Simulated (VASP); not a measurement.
# BiP (P4_2/mmc) in VASP: single point with PBE

Aim: the single point of BiP with PBE.

All numbers are computed with VASP 6.6.1; they aren't measurements. Logs are shortened: lines on timing, memory, paths and dates and some standing lists are left out, and cuts for length are marked.

**1. The cell of the first run**

Symmetry: P4_2/mmc, No. 131, tetragonal system. The conventional cell has a = 4.414 Å, b = 4.414 Å, c = 6.242 Å, α = 90.00°, β = 90.00°, γ = 90.00°. Within 3.6 Å of Bi (site symmetry mmm) lie 4 P at 2.70 Å. Within 3.6 Å of P (site symmetry -4m2) lie 4 Bi at 2.70 Å and 2 P at 3.12 Å.

**2. Single point, PBE (atoms taken out)**

INCAR

```
SYSTEM = BiP
PREC     = Accurate       ! precision mode
ENCUT    = 520            ! plane-wave cutoff, eV
EDIFF    = 1E-6           ! SCF threshold, eV
ISMEAR   = 0              ! smearing method
SIGMA    = 0.1            ! smearing width, eV
LREAL    = .FALSE.        ! projectors in reciprocal space
LASPH    = .TRUE.         ! aspherical terms in the spheres
NELM     = 80             ! most SCF steps
ALGO     = Normal         ! electronic algorithm
ISIF     = 2              ! what is computed and relaxed
LWAVE    = .FALSE.        ! write WAVECAR
LCHARG   = .FALSE.        ! write CHGCAR
GGA      = PE             ! functional
NBANDS   = 28             ! bands
```

KPOINTS

```
regular mesh
0
G
  4 4 4
  0 0 0
```

POSCAR

```
BiP
1.0
    4.4139805200      0.0000000000      0.0000000000
    0.0000000000      4.4139805200      0.0000000000
    0.0000000000      0.0000000000      6.2423111100
Bi P
2 2
Direct
    0.0000000000      0.5000000000      0.0000000000
    0.5000000000      0.0000000000      0.5000000000
    0.5000000000      0.5000000000      0.2500000000
    0.5000000000      0.5000000000      0.7500000000
```

Potentials or basis: VASP PAW PBE potentials, release 64 (Bi_d, P).

On the command line:

```console
cat potpaw_PBE.64/Bi_d/POTCAR potpaw_PBE.64/P/POTCAR > POTCAR
mpirun -np 1 vasp_std > vasp.out
```

OUTCAR:

```text
SYSTEM = BiP
   PREC = Accurate
   ENCUT = 520
   EDIFF = 1E-6
   ISMEAR = 0
   LREAL = .FALSE.
   LASPH = .TRUE.
   NELM = 80
   ISIF = 2
   GGA = PE

 ion  position               nearest neighbor table
   1  0.000  0.500  0.000-   3 2.70   4 2.70   3 2.70   4 2.70
   2  0.500  0.000  0.500-   3 2.70   4 2.70   3 2.70   4 2.70
   3  0.500  0.500  0.250-   1 2.70   2 2.70   2 2.70   1 2.70
   4  0.500  0.500  0.750-   1 2.70   2 2.70   2 2.70   1 2.70

  LATTYP: Found a simple tetragonal cell.
 ALAT       =     4.4139805200
 C/A-ratio  =     1.4142135611

  Lattice vectors:

 A1 = (   4.4139805200,   0.0000000000,   0.0000000000)
 A2 = (   0.0000000000,   4.4139805200,   0.0000000000)
 A3 = (   0.0000000000,   0.0000000000,   6.2423111100)

Analysis of symmetry for initial positions (statically):
=====================================================================
 Subroutine PRICEL returns:
 Original cell was already a primitive cell.

 Routine SETGRP: Setting up the symmetry group for a
 simple tetragonal supercell.

 Subroutine GETGRP returns: Found 16 space group operations
 (whereof  8 operations were pure point group operations)
 out of a pool of 16 trial point group operations.

The static configuration has the point symmetry D_2h.
 The point group associated with its full space group is D_4h.

Analysis of symmetry for dynamics (positions and initial velocities):
=====================================================================
 Subroutine PRICEL returns:
 Original cell was already a primitive cell.

 Routine SETGRP: Setting up the symmetry group for a
 simple tetragonal supercell.

 Subroutine GETGRP returns: Found 16 space group operations
 (whereof  8 operations were pure point group operations)
 out of a pool of 16 trial point group operations.

The dynamic configuration has the point symmetry D_2h.
 The point group associated with its full space group is D_4h.

 Subroutine INISYM returns: Found 16 space group operations
 (whereof  8 operations are pure point group operations),
 and found     1 'primitive' translations

----------------------------------------------------------------------------------------

                                     Primitive cell

  volume of cell :     121.6203

  direct lattice vectors                    reciprocal lattice vectors
     4.413980520  0.000000000  0.000000000     0.226552880  0.000000000  0.000000000
     0.000000000  4.413980520  0.000000000     0.000000000  0.226552880  0.000000000
     0.000000000  0.000000000  6.242311110     0.000000000  0.000000000  0.160197078

  length of vectors
     4.413980520  4.413980520  6.242311110     0.226552880  0.226552880  0.160197078

  position of ions in fractional coordinates (direct lattice)
     0.000000000  0.500000000  0.000000000
     0.500000000  0.000000000  0.500000000
     0.500000000  0.500000000  0.250000000
     0.500000000  0.500000000  0.750000000

  ion indices of the primitive-cell ions
   primitive index   ion index
                 1           1
                 2           2
                 3           3
                 4           4

----------------------------------------------------------------------------------------

 KPOINTS: regular mesh

Automatic generation of k-mesh.
 Grid dimensions read from file:
 generate k-points for:    4    4    4

 Generating k-lattice:

  Cartesian coordinates                     Fractional coordinates (reciprocal lattice)
     0.056638220  0.000000000  0.000000000     0.250000000  0.000000000  0.000000000
     0.000000000  0.056638220  0.000000000     0.000000000  0.250000000  0.000000000
     0.000000000  0.000000000  0.040049270     0.000000000  0.000000000  0.250000000

  Length of vectors
     0.056638220  0.056638220  0.040049270

  Shift w.r.t. Gamma in fractional coordinates (k-lattice)
     0.000000000  0.000000000  0.000000000

 Subroutine IBZKPT returns following result:
 ===========================================

 Found     18 irreducible k-points:

 Following reciprocal coordinates:
            Coordinates               Weight
  0.000000  0.000000  0.000000      1.000000
  0.250000  0.000000  0.000000      4.000000
  0.500000  0.000000  0.000000      2.000000
  0.250000  0.250000  0.000000      4.000000
  0.500000  0.250000  0.000000      4.000000
  0.500000  0.500000  0.000000      1.000000
[... 10 lines left out ...]
  0.500000  0.250000  0.500000      4.000000
  0.500000  0.500000  0.500000      1.000000
   k-points           NKPTS =     18   k-points in BZ     NKDIM =     18   number of bands    NBANDS=     28
   number of dos      NEDOS =    301   number of ions     NIONS =      4
   total plane-waves  NPLWV =  62208
   dimension x,y,z NGX =    36 NGY =   36 NGZ =   48
   dimension x,y,z NGXF=    72 NGYF=   72 NGZF=   96
   ions per type =               2   2
   NGX,Y,Z   is equivalent  to a cutoff of  13.56, 13.56, 12.78 a.u.
   NGXF,Y,Z  is equivalent  to a cutoff of  27.12, 27.12, 25.57 a.u.
 SYSTEM =  BiP
   PREC   = accura    normal or accurate (medium, high low for compatibility)
   ISTART =      0    job   : 0-new  1-cont  2-samecut
   ICHARG =      2    charge: 1-file 2-atom 10-const
   ISPIN  =      1    spin polarized calculation?
   LNONCOLLINEAR =      F non collinear calculations
   LSORBIT =      F    spin-orbit coupling
   LASPH  =      T    aspherical Exc in radial PAW
   ENCUT  =  520.0 eV  38.22 Ry    6.18 a.u.   8.21  8.21 11.61*2*pi/ulx,y,z
   NELM   =     80;   NELMIN=  2; NELMDL= -5     # of ELM steps
   EDIFF  = 0.1E-05   stopping-criterion for ELM
   LREAL  =      F    real-space projection
   EDIFFG = 0.1E-04   stopping-criterion for IOM
   NSW    =      0    number of steps for IOM
   IBRION =     -1    ionic relax: 0-MD 1-quasi-New 2-CG
   NFREE  =      0    steps in history (QN), initial steepest desc. (CG)
   ISIF   =      2    stress and relaxation
   ISYM   =      2    0-nonsym 1-usesym 2-fastsym
   POTIM  = 0.5000    time-step for ionic-motion
   TEBEG  =    0.0;   TEEND  =   0.0 temperature during run
   PSTRESS=    0.0 pullay stress
   NELECT =      40.0000    total number of electrons
   NUPDOWN=      -1.0000    fix difference up-down
   EMIN   =  10.00;   EMAX   =-10.00  energy-range for DOS
   EFERMI =   0.00;   METHOD = LEGACY
   ISMEAR =     0;   SIGMA  =   0.10  broadening in eV -4-tet -1-fermi 0-gaus
   EFERMI_NEDOS =   21; number of points for ismear=-14 and -15
   IALGO  =     38    algorithm
   IMIX   =      4    mixing-type and parameters
     AMIX     =   0.40;   BMIX     =  1.00
     AMIX_MAG =   1.60;   BMIX_MAG =  1.00
  volume/ion in A,a.u.               =      30.41       205.18
  Fermi-wavevector in a.u.,A,eV,Ry     =   1.130037  2.135461 17.374424  1.276984
  Thomas-Fermi vector in A             =   2.266732
   LORBIT       =      0    0 simple, 1 ext, 2 COOP (PROOUT), +10 PAW based schemes
   GGA     = PE    functional components
   LHFCALC =     F    Hartree Fock is set to
   AEXX    =    0.0000 exact exchange contribution
   IVDW    =     0    specifies the selected vdW correction
   LEPSILON=     F    determine dielectric tensor
   LRPA    =     F    only Hartree local field effects (RPA)
 non-spin polarized calculation
 Gauss-broadening in eV      SIGMA  =   0.10
  energy-cutoff  :      520.00
  volume of cell :      121.62
 maximum number of plane-waves:      3320
 NGX is ok and might be reduce to    36
   NGX = 17   NGY = 17   NGZ = 23

 number of electron      39.9999990 magnetization

 Free energy of the ion-electron system (eV)
  ---------------------------------------------------
  ext. energy  EPLUGINS =         0.00000000
  ---------------------------------------------------
  free energy    TOTEN  =       -15.94993553 eV

  energy without entropy =      -15.93919861  energy(sigma->0) =      -15.94456707

 E-fermi :   5.1452     XC(G=0):  -8.9854

 val. band max:        5.1020499119   @ k =   0.2500   0.0000   0.0000
 cond. band min:       5.2991769868   @ k =   0.2500   0.2500   0.5000
 fundamental gap:      0.1971270749
 Fermi energy:         5.1451512682

 k-point     1 :       0.0000    0.0000    0.0000
  band No.  band energies     occupation
      1     -17.7770      2.00000
      2     -17.7770      2.00000
      3     -17.7685      2.00000
      4     -17.7542      2.00000
      5     -17.7287      2.00000
      6     -17.7265      2.00000
[... 20 lines left out ...]
     27       9.8619      0.00000
     28       9.8619      0.00000

 k-point     2 :       0.2500    0.0000    0.0000
  band No.  band energies     occupation
      1     -17.7835      2.00000
      2     -17.7759      2.00000
      3     -17.7606      2.00000
      4     -17.7451      2.00000
      5     -17.7275      2.00000
      6     -17.7244      2.00000
[... 20 lines left out ...]
     27       9.6879      0.00000
     28      11.0909      0.00000

 k-point     3 :       0.5000    0.0000    0.0000
  band No.  band energies     occupation
      1     -17.7902      2.00000
      2     -17.7748      2.00000
      3     -17.7565      2.00000
      4     -17.7331      2.00000
      5     -17.7258      2.00000
      6     -17.7221      2.00000
[... 20 lines left out ...]
     27      10.6730      0.00000
     28      11.2701      0.00000

 k-point     4 :       0.2500    0.2500    0.0000
  band No.  band energies     occupation
      1     -17.7969      2.00000
      2     -17.7689      2.00000
      3     -17.7476      2.00000
      4     -17.7409      2.00000
      5     -17.7252      2.00000
      6     -17.7248      2.00000
[... 20 lines left out ...]
     27      10.7831      0.00000
     28      10.8355      0.00000

 k-point     5 :       0.5000    0.2500    0.0000
  band No.  band energies     occupation
      1     -17.8063      2.00000
      2     -17.7659      2.00000
      3     -17.7420      2.00000
      4     -17.7294      2.00000
      5     -17.7254      2.00000
      6     -17.7250      2.00000
[... 20 lines left out ...]
     27      10.9706      0.00000
     28      11.1506      0.00000

 k-point     6 :       0.5000    0.5000    0.0000
  band No.  band energies     occupation
      1     -17.8177      2.00000
      2     -17.7617      2.00000
      3     -17.7286      2.00000
      4     -17.7280      2.00000
      5     -17.7280      2.00000
      6     -17.7231      2.00000
[... 277 lines left out ...]
      5     -17.7277      2.00000
      6     -17.7202      2.00000
[... 20 lines left out ...]
     27      10.7526      0.00000
     28      11.0338      0.00000

 k-point    16 :       0.2500    0.2500    0.5000
  band No.  band energies     occupation
      1     -17.7842      2.00000
      2     -17.7842      2.00000
      3     -17.7430      2.00000
      4     -17.7430      2.00000
      5     -17.7249      2.00000
      6     -17.7249      2.00000
[... 20 lines left out ...]
     27      10.6574      0.00000
     28      10.6574      0.00000

 k-point    17 :       0.5000    0.2500    0.5000
  band No.  band energies     occupation
      1     -17.7922      2.00000
      2     -17.7831      2.00000
      3     -17.7410      2.00000
      4     -17.7294      2.00000
      5     -17.7255      2.00000
      6     -17.7205      2.00000
[... 20 lines left out ...]
     27      11.2389      0.00000
     28      11.5505      0.00000

 k-point    18 :       0.5000    0.5000    0.5000
  band No.  band energies     occupation
      1     -17.7901      2.00000
      2     -17.7901      2.00000
      3     -17.7276      2.00000
      4     -17.7276      2.00000
      5     -17.7208      2.00000
      6     -17.7208      2.00000
[... 20 lines left out ...]
     27      11.8932      0.00000
     28      11.8935      0.00000

------------------------ aborting loop because EDIFF is reached ----------------------------------------

  FORCE on cell =-STRESS in cart. coord.  units (eV):
  Direction    XX          YY          ZZ          XY          YZ          ZX
  --------------------------------------------------------------------------------------
  -------------------------------------------------------------------------------------
  Total        2.3613431      2.3613431      6.0796510      0.0000000      0.0000000      0.0000000
  in kB       31.1073810     31.1073810     80.0908675      0.0000000      0.0000000      0.0000000
  external PRESSURE =      47.4352098 kB  Pullay stress =       0.0000000 kB

 VOLUME and BASIS-vectors are now :
 -----------------------------------------------------------------------------
  energy-cutoff  :      520.00
  volume of cell :      121.62
      direct lattice vectors                 reciprocal lattice vectors
     4.413980520  0.000000000  0.000000000     0.226552880  0.000000000  0.000000000
     0.000000000  4.413980520  0.000000000     0.000000000  0.226552880  0.000000000
     0.000000000  0.000000000  6.242311110     0.000000000  0.000000000  0.160197078

 POSITION                                       TOTAL-FORCE (eV/Angst)
 -----------------------------------------------------------------------------------
      0.00000      2.20699      0.00000         0.000000      0.000000     -0.000000
      2.20699      0.00000      3.12116         0.000000      0.000000     -0.000000
      2.20699      2.20699      1.56058         0.000000      0.000000      0.000000
      2.20699      2.20699      4.68173         0.000000      0.000000      0.000000
 -----------------------------------------------------------------------------------
    total drift:                                0.000000      0.000000      0.000000

  FREE ENERGIE OF THE ION-ELECTRON SYSTEM (eV)
  ---------------------------------------------------
  free  energy   TOTEN  =       -15.9499355343 eV

  energy  without entropy=      -15.9391986073  energy(sigma->0) =      -15.94456707
```

Run time: 52 s. Hardware: 1 thread of Intel Xeon Platinum 8259CL at 2.50GHz (Skylake/Cascade Lake), shared host; peak memory 0.25 GiB.

Results:

```
Free energy            : -15.9499 eV
Pressure               : 4.7 GPa
Band gap on the k mesh : zero (bands 20 and 21 overlap by 0.40 eV)
```

Stress tensor (GPa, compression positive):
```
3.11 0.00 0.00
0.00 3.11 0.00
0.00 0.00 8.01
```

Levels at points of the mesh, in eV from the Fermi level:
| k point | band 18 | band 19 | band 20 | band 21 | band 22 | band 23 |
| --- | --- | --- | --- | --- | --- | --- |
| (0.00, 0.00, 0.00) | -0.83 | -0.83 | -0.82 | 0.36 | 0.36 | 0.95 |
| (0.50, 0.00, 0.00) | -2.86 | -0.72 | 0.21 | 0.42 | 1.68 | 2.46 |
| (0.50, 0.50, 0.00) | -2.62 | -0.71 | -0.71 | -0.19 | 1.74 | 3.76 |
| (0.00, 0.00, 0.50) | -2.32 | -1.66 | -1.66 | 0.89 | 0.89 | 2.33 |
| (0.50, 0.00, 0.50) | -1.34 | -0.83 | -0.42 | 0.48 | 0.57 | 1.20 |
| (0.50, 0.50, 0.50) | -2.58 | -1.73 | -1.73 | 0.73 | 0.73 | 3.73 |

Caveat: the cell differs from its parent crystal (atoms taken out); the cell stands under pressure; spin-orbit coupling is left out, which moves the levels of the heavy elements.

The gap in the log of VASP goes by the Fermi energy; the results here count the filled bands.